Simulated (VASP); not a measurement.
# SiC (P1) in VASP: single point with PBEsol

Aim: the single point of SiC with PBEsol.

Program: VASP 6.6.1. These are calculated values, not measurements. Logs are shortened: lines on timing, memory, paths and dates and some standing lists are left out, and cuts for length are marked.

**1. The cell of the first run**

The typed cell holds 8 atoms: a = 3.078 Å, b = 3.078 Å, c = 10.076 Å, α = 90.00°, β = 90.00°, γ = 120.00°.

**2. Single point, PBEsol (atoms displaced along several vibrational modes)**

Input file INCAR:

```
SYSTEM = SiC
ALGO = Normal
EDIFF = 1E-6
ENCUT = 520
GGA = PS
ISIF = 2
ISMEAR = 0
LASPH = .TRUE.
LCHARG = .FALSE.
LREAL = .FALSE.
LWAVE = .FALSE.
NBANDS = 26
NELM = 60
PREC = Accurate
SIGMA = 0.05
```

Input file KPOINTS:

```
k-points
0
G
  12 12 4
  0 0 0
```

Input file POSCAR:

```
SiC
1.0
    3.0780670561      0.0000000000      0.0000000000
   -1.5390335280      2.6656842651      0.0000000000
    0.0000000000      0.0000000000     10.0758090271
Si C
4 4
Direct
    0.6683738625      0.3333333333      0.9297887850
    0.3316261375      0.6666666667      0.4458668984
    0.0017618921      0.0000000000      0.6917531782
   -0.0017618921      0.0000000000      0.1840415204
    0.6617934785      0.3333333333      0.7476756103
    0.3382065215      0.6666666667      0.2519627265
    0.0037109680      0.0000000000      0.5077777307
   -0.0037109680      0.0000000000     -0.0068684495
```

Potentials or basis: VASP PAW PBE potentials, release 64 (Si, C).

Started as:

```console
$ cat potpaw_PBE.64/Si/POTCAR potpaw_PBE.64/C/POTCAR > POTCAR
$ mpirun -np 1 vasp_std > vasp.out
```

OUTCAR:

```text
SYSTEM = SiC
   EDIFF = 1E-6
   ENCUT = 520
   GGA = PS
   ISIF = 2
   ISMEAR = 0
   LASPH = .TRUE.
   LREAL = .FALSE.
   NELM = 60
   PREC = Accurate

 ion  position               nearest neighbor table
   1  0.668  0.333  0.930-   5 1.84   8 1.87   8 1.89   8 1.90   3 2.98   3 2.99   3 2.99   4 3.11
                             4 3.12   4 3.12
   2  0.332  0.667  0.446-   7 1.87   7 1.88   7 1.90   6 1.95   3 3.04   3 3.05   3 3.05
   3  0.002  0.000  0.692-   5 1.85   7 1.85   5 1.86   5 1.88   1 2.98   1 2.99   1 2.99   2 3.04
                             2 3.05   2 3.05
   4  0.998  0.000  0.184-   6 1.89   6 1.90   6 1.92   8 1.92   1 3.11   1 3.12   1 3.12
   5  0.662  0.333  0.748-   1 1.84   3 1.85   3 1.86   3 1.88
   6  0.338  0.667  0.252-   4 1.89   4 1.90   4 1.92   2 1.95
   7  0.004  0.000  0.508-   3 1.85   2 1.87   2 1.88   2 1.90
   8  0.996  0.000  0.993-   1 1.87   1 1.89   1 1.90   4 1.92

  LATTYP: Found a hexagonal cell.
 ALAT       =     3.0780670561
 C/A-ratio  =     3.2734208981

  Lattice vectors:

 A1 = (   3.0780670561,   0.0000000000,   0.0000000000)
 A2 = (  -1.5390335280,   2.6656842651,   0.0000000000)
 A3 = (   0.0000000000,   0.0000000000,  10.0758090271)

Analysis of symmetry for initial positions (statically):
=====================================================================
 Subroutine PRICEL returns:
 Original cell was already a primitive cell.

 Routine SETGRP: Setting up the symmetry group for a
 hexagonal supercell.

 Subroutine GETGRP returns: Found  1 space group operations
 (whereof  1 operations were pure point group operations)
 out of a pool of 24 trial point group operations.

The static configuration has the point symmetry C_1 .

Analysis of symmetry for dynamics (positions and initial velocities):
=====================================================================
 Subroutine PRICEL returns:
 Original cell was already a primitive cell.

 Routine SETGRP: Setting up the symmetry group for a
 hexagonal supercell.

 Subroutine GETGRP returns: Found  1 space group operations
 (whereof  1 operations were pure point group operations)
 out of a pool of 24 trial point group operations.

The dynamic configuration has the point symmetry C_1 .

 Subroutine INISYM returns: Found  1 space group operations
 (whereof  1 operations are pure point group operations),
 and found     1 'primitive' translations

----------------------------------------------------------------------------------------

                                     Primitive cell

  volume of cell :      82.6736

  direct lattice vectors                    reciprocal lattice vectors
     3.078067056  0.000000000  0.000000000     0.324879212  0.187569101  0.000000000
    -1.539033528  2.665684265  0.000000000     0.000000000  0.375138201  0.000000000
     0.000000000  0.000000000 10.075809027     0.000000000  0.000000000  0.099247613

  length of vectors
     3.078067056  3.078067056 10.075809027     0.375138201  0.375138201  0.099247613

  position of ions in fractional coordinates (direct lattice)
     0.668373862  0.333333333  0.929788785
     0.331626138  0.666666667  0.445866898
     0.001761892  0.000000000  0.691753178
     0.998238108  0.000000000  0.184041520
     0.661793479  0.333333333  0.747675610
     0.338206521  0.666666667  0.251962726
     0.003710968  0.000000000  0.507777731
     0.996289032  0.000000000  0.993131551

  ion indices of the primitive-cell ions
   primitive index   ion index
                 1           1
                 2           2
                 3           3
                 4           4
                 5           5
                 6           6
                 7           7
                 8           8

----------------------------------------------------------------------------------------

 KPOINTS: k-points

Automatic generation of k-mesh.
 Grid dimensions read from file:
 generate k-points for:   12   12    4

 Generating k-lattice:

  Cartesian coordinates                     Fractional coordinates (reciprocal lattice)
     0.027073268  0.015630758  0.000000000     0.083333333  0.000000000  0.000000000
     0.000000000  0.031261517  0.000000000     0.000000000  0.083333333  0.000000000
     0.000000000  0.000000000  0.024811903     0.000000000  0.000000000  0.250000000

  Length of vectors
     0.031261517  0.031261517  0.024811903

  Shift w.r.t. Gamma in fractional coordinates (k-lattice)
     0.000000000  0.000000000  0.000000000

 Subroutine IBZKPT returns following result:
 ===========================================

 Found    292 irreducible k-points:

 Following reciprocal coordinates:
            Coordinates               Weight
  0.000000  0.000000  0.000000      1.000000
  0.083333  0.000000  0.000000      2.000000
  0.000000  0.083333  0.000000      2.000000
 -0.083333  0.083333  0.000000      2.000000
  0.166667  0.000000  0.000000      2.000000
  0.000000  0.166667  0.000000      2.000000
[... 16 lines left out ...]
  0.166667  0.083333  0.000000      2.000000
 -0.083333  0.250000  0.000000      2.000000
 [... further k-points ...]
   k-points           NKPTS =    292   k-points in BZ     NKDIM =    292   number of bands    NBANDS=     26
   number of dos      NEDOS =    301   number of ions     NIONS =      8
   total plane-waves  NPLWV =  46080
   dimension x,y,z NGX =    24 NGY =   24 NGZ =   80
   dimension x,y,z NGXF=    48 NGYF=   48 NGZF=  160
   ions per type =               4   4
   NGX,Y,Z   is equivalent  to a cutoff of  12.96, 12.96, 13.20 a.u.
   NGXF,Y,Z  is equivalent  to a cutoff of  25.92, 25.92, 26.40 a.u.
 SYSTEM =  SiC
   PREC   = accura    normal or accurate (medium, high low for compatibility)
   ISTART =      0    job   : 0-new  1-cont  2-samecut
   ICHARG =      2    charge: 1-file 2-atom 10-const
   ISPIN  =      1    spin polarized calculation?
   LNONCOLLINEAR =      F non collinear calculations
   LSORBIT =      F    spin-orbit coupling
   LASPH  =      T    aspherical Exc in radial PAW
   ENCUT  =  520.0 eV  38.22 Ry    6.18 a.u.   5.72  5.72 18.73*2*pi/ulx,y,z
   NELM   =     60;   NELMIN=  2; NELMDL= -5     # of ELM steps
   EDIFF  = 0.1E-05   stopping-criterion for ELM
   LREAL  =      F    real-space projection
   EDIFFG = 0.1E-04   stopping-criterion for IOM
   NSW    =      0    number of steps for IOM
   IBRION =     -1    ionic relax: 0-MD 1-quasi-New 2-CG
   NFREE  =      0    steps in history (QN), initial steepest desc. (CG)
   ISIF   =      2    stress and relaxation
   ISYM   =      2    0-nonsym 1-usesym 2-fastsym
   POTIM  = 0.5000    time-step for ionic-motion
   TEBEG  =    0.0;   TEEND  =   0.0 temperature during run
   PSTRESS=    0.0 pullay stress
   NELECT =      32.0000    total number of electrons
   NUPDOWN=      -1.0000    fix difference up-down
   EMIN   =  10.00;   EMAX   =-10.00  energy-range for DOS
   EFERMI =   0.00;   METHOD = LEGACY
   ISMEAR =     0;   SIGMA  =   0.05  broadening in eV -4-tet -1-fermi 0-gaus
   EFERMI_NEDOS =   21; number of points for ismear=-14 and -15
   IALGO  =     38    algorithm
   IMIX   =      4    mixing-type and parameters
     AMIX     =   0.40;   BMIX     =  1.00
     AMIX_MAG =   1.60;   BMIX_MAG =  1.00
  volume/ion in A,a.u.               =      10.33        69.74
  Fermi-wavevector in a.u.,A,eV,Ry     =   1.193079  2.254593 19.367048  1.423438
  Thomas-Fermi vector in A             =   2.329102
   LORBIT       =      0    0 simple, 1 ext, 2 COOP (PROOUT), +10 PAW based schemes
   GGA     = PS    functional components
   LHFCALC =     F    Hartree Fock is set to
   AEXX    =    0.0000 exact exchange contribution
   IVDW    =     0    specifies the selected vdW correction
   LEPSILON=     F    determine dielectric tensor
   LRPA    =     F    only Hartree local field effects (RPA)
 non-spin polarized calculation
 Gauss-broadening in eV      SIGMA  =   0.05
  energy-cutoff  :      520.00
  volume of cell :       82.67
 maximum number of plane-waves:      2256
   NGX = 11   NGY = 11   NGZ = 37

 number of electron      32.0000000 magnetization

 Free energy of the ion-electron system (eV)
  ---------------------------------------------------
  ext. energy  EPLUGINS =         0.00000000
  ---------------------------------------------------
  free energy    TOTEN  =       -63.48769256 eV

  energy without entropy =      -63.48769256  energy(sigma->0) =      -63.48769256

 E-fermi :   8.5375     XC(G=0): -11.5056

 val. band max:        8.3170121810   @ k =   0.0000   0.0000   0.0000
 cond. band min:      10.1791832274   @ k =   0.5000   0.5000   0.0000
 fundamental gap:      1.8621710464
 Fermi energy:         8.5374599703

 k-point     1 :       0.0000    0.0000    0.0000
  band No.  band energies     occupation
      1      -7.5252      2.00000
      2      -6.2142      2.00000
      3      -6.0421      2.00000
      4      -3.7451      2.00000
      5      -0.5483      2.00000
      6       3.7309      2.00000
[... 18 lines left out ...]
     25      15.4048      0.00000
     26      16.1523      0.00000

 k-point     2 :       0.0833    0.0000    0.0000
  band No.  band energies     occupation
      1      -7.4043      2.00000
      2      -6.0971      2.00000
      3      -5.9241      2.00000
      4      -3.6425      2.00000
      5      -0.4365      2.00000
      6       3.7644      2.00000
[... 18 lines left out ...]
     25      15.5307      0.00000
     26      16.0849      0.00000

 k-point     3 :       0.0000    0.0833    0.0000
  band No.  band energies     occupation
      1      -7.4044      2.00000
      2      -6.0970      2.00000
      3      -5.9242      2.00000
      4      -3.6425      2.00000
      5      -0.4366      2.00000
      6       3.7656      2.00000
[... 572 lines left out ...]
 k-point    23 :       0.1667    0.0833    0.0000
  band No.  band energies     occupation
      1      -6.6898      2.00000
      2      -5.4096      2.00000
      3      -5.2299      2.00000
      4      -3.0614      2.00000
      5       0.1970      2.00000
      6       3.2600      2.00000
[... 18 lines left out ...]
     25      16.0727      0.00000
     26      16.4699      0.00000

 k-point    24 :      -0.0833    0.2500    0.0000
  band No.  band energies     occupation
      1      -6.6905      2.00000
      2      -5.4075      2.00000
      3      -5.2322      2.00000
      4      -3.0601      2.00000
      5       0.1961      2.00000
      6       3.2896      2.00000
[... 18 lines left out ...]
     25      15.9943      0.00000
     26      16.5431      0.00000

 [... further k-points ...]

------------------------ aborting loop because EDIFF is reached ----------------------------------------

  FORCE on cell =-STRESS in cart. coord.  units (eV):
  Direction    XX          YY          ZZ          XY          YZ          ZX
  --------------------------------------------------------------------------------------
  -------------------------------------------------------------------------------------
  Total        0.3305548      0.3056878      0.6946036      0.1374420      0.0007513      0.0290726
  in kB        6.4060054      5.9240948     13.4611118      2.6635653      0.0145598      0.5634132
  external PRESSURE =       8.5970707 kB  Pullay stress =       0.0000000 kB

 VOLUME and BASIS-vectors are now :
 -----------------------------------------------------------------------------
  energy-cutoff  :      520.00
  volume of cell :       82.67
      direct lattice vectors                 reciprocal lattice vectors
     3.078067056  0.000000000  0.000000000     0.324879212  0.187569101  0.000000000
    -1.539033528  2.665684265  0.000000000     0.000000000  0.375138201  0.000000000
     0.000000000  0.000000000 10.075809027     0.000000000  0.000000000  0.099247613

 POSITION                                       TOTAL-FORCE (eV/Angst)
 -----------------------------------------------------------------------------------
      1.54429      0.88856      9.36837        -0.319712      0.007314      1.439082
     -0.00525      1.77712      4.49247         0.336021     -0.007465     -1.178801
      0.00542      0.00000      6.96997        -0.376532     -0.012956     -0.565785
      3.07264      0.00000      1.85437         0.303211      0.010256      0.665894
      1.52403      0.88856      7.53344         0.437311      0.013203      0.012066
      0.01500      1.77712      2.53873        -0.364363     -0.010344     -0.260780
      0.01142      0.00000      5.11627        -0.314135      0.007319     -0.571987
      3.06664      0.00000     10.00660         0.298199     -0.007327      0.460311
 -----------------------------------------------------------------------------------
    total drift:                                0.000041      0.000005     -0.000161

  FREE ENERGIE OF THE ION-ELECTRON SYSTEM (eV)
  ---------------------------------------------------
  free  energy   TOTEN  =       -63.4876925630 eV

  energy  without entropy=      -63.4876925630  energy(sigma->0) =      -63.48769256
```

Run time: 13 min. Hardware: 1 thread of Intel Xeon 8259CL, shared host; peak memory 0.54 GiB.

Results:

| Item | Value |
| --- | --- |
| Free energy | -63.4877 eV |
| Pressure | 0.9 GPa |
| Largest force | 1.474 eV/Å |
| Band gap on the k mesh | 1.86 eV (least direct gap 3.11 eV) |

Forces in eV/Å, atoms in the order of the input:
```
Si  -0.320  0.007  1.439
Si   0.336 -0.007 -1.179
Si  -0.377 -0.013 -0.566
Si   0.303  0.010  0.666
C    0.437  0.013  0.012
C   -0.364 -0.010 -0.261
C   -0.314  0.007 -0.572
C    0.298 -0.007  0.460
```

Stress tensor (GPa, compression positive):
```
0.64 0.27 0.06
0.27 0.59 0.00
0.06 0.00 1.35
```

Caveat: the cell differs from its parent crystal (atoms displaced along several vibrational modes); the PAW data sets were made with another functional, which shifts forces and pressure a little. A k mesh can miss the band edges.
